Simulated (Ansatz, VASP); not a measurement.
**One calculation of Tl, two programs**

File INCAR:

```
PREC = Accurate
ENCUT = 600
EDIFF = 1E-6
ISMEAR = 0
SIGMA = 0.1
LREAL = F
LASPH = T
NELM = 100
ALGO = Normal
ISIF = 3
LWAVE = F
LCHARG = F
GGA = PE
IBRION = 2
NSW = 65
EDIFFG = -0.01
```

The input KPOINTS:

```
regular mesh
0
Gamma
  15 15 6
```

POSCAR

```
Tl
1.0
    3.6120709610      0.0000000000      0.0000000000
   -1.8060354805      3.1281452125      0.0000000000
    0.0000000000      0.0000000000      8.3475785367
Tl
3
Direct
    0.0000000000      0.0000000000      0.0000000000
    0.3333333333      0.6666666667      0.3333333333
    0.6666666667      0.3333333333      0.6666666667
```

Input for Ansatz:

```yaml
crystal:
  lattice:
    - [3.612070961, 0.0, 0.0]
    - [-1.8060354805, 3.1281452125, 0.0]
    - [0.0, 0.0, 8.3475785367]
  atoms:
    - { symbol: Tl, position: [0.0, 0.0, 0.0] }
    - { symbol: Tl, position: [0.3333333333, 0.6666666667, 0.3333333333] }
    - { symbol: Tl, position: [0.6666666667, 0.3333333333, 0.6666666667] }
basis:
  ecutwfc: 420
kpoints:
  mp_grid: { grid: [15, 15, 6] }
hamiltonian:
  xc: pbe
scf:
  occupations: { method: gaussian, width: 0.1 }
output:
  forces: true
  stress: true
  eigenvalues: true
  populations: true
relax:
  adjacent_minimum: "off"
  f_tol: 0.01
  max_steps: 45
  cell: { stress_tol: 0.05 }
```

Alike in both runs: task relaxation of cell and atoms; functional PBE; k mesh 15 × 15 × 6; occupations gaussian, width 0.1 eV; no spin polarisation.

```csv
,VASP,Ansatz
version,VASP 6.6.1,Ansatz 0.2.0
potentials or method,"VASP PAW PBE potentials, release 64 (Tl_d), cutoff 600 eV","scalar-relativistic, plane waves, PAW"
valence electrons in the cell,39,39
```

Ansatz gave:

| Item | Value |
| --- | --- |
| gap on the k mesh at the Fermi level, each at its own relaxed structure (eV) | none |
| relaxed volume (Å³/atom) | 31.06 |
| relaxed cell length with the largest relative difference (Å) | 3.521 |

Q: Which values does VASP return?

A: gap on the k mesh at the Fermi level, each at its own relaxed structure (eV): none; relaxed volume (Å³/atom): 31.03; relaxed cell length with the largest relative difference (Å): 3.519.

A gap of «none» marks a metal or a gap that the smearing closes.

Neither program's run includes spin-orbit coupling.
